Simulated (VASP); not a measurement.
Input of a VASP 6.6.1 run:

Contents of INCAR:

```
  ALGO = Normal
  DIPOL = 0.5 0.5 0.340
  EDIFF = 1E-6
  ENCUT = 520
  GGA = PE
  IDIPOL = 3
  ISIF = 2
  ISMEAR = 0
  LASPH = True
  LCHARG = False
  LDIPOL = True
  LREAL = False
  LWAVE = False
  NBANDS = 54
  NELM = 60
  PREC = Accurate
  SIGMA = 0.1
```

The input KPOINTS:

```
k-points
0
Gamma
  6 6 1
```

The input POSCAR:

```
Mo6F
1.0
    4.4695765307      0.0000000000      0.0000000000
   -2.2347882654      3.8707668198      0.0000000000
    0.0000000000      0.0000000000     19.7595667302
Mo F
6 1
Direct
    0.6666666667      0.3333333333      0.2024335885
    0.3333333333      0.6666666666      0.2486060831
    0.0000000000      0.0000000000      0.2947785778
    0.6666666667      0.3333333333      0.3368821123
    0.3333333333      0.6666666666      0.3779725567
    0.0000000000      0.0000000000      0.4180034331
    0.2222222222      0.1111111111      0.5045283097
```

Potentials or basis: VASP PAW PBE potentials, release 64 (Mo_sv, F).

Run with:

```sh
$ cat potpaw_PBE.64/Mo_sv/POTCAR potpaw_PBE.64/F/POTCAR > POTCAR
$ mpirun -np 1 vasp_std > vasp.out
```

Predict the band gap on the k mesh.

zero (an odd number of electrons rules out a gap without spin polarisation).

Estimate the largest force.

2.411 eV/Å.

Forces in eV/Å, atoms in the order of the input:
```
Mo   0.023  0.013  1.682
Mo  -0.053 -0.030 -0.212
Mo   0.248  0.143 -2.394
Mo  -0.100 -0.058 -0.790
Mo   0.008  0.005 -0.259
Mo  -0.091 -0.052  1.839
F   -0.036 -0.021  0.134
```

Caveat: an odd number of electrons without spin polarisation forces a metal; a magnetic or distorted state may lie lower.
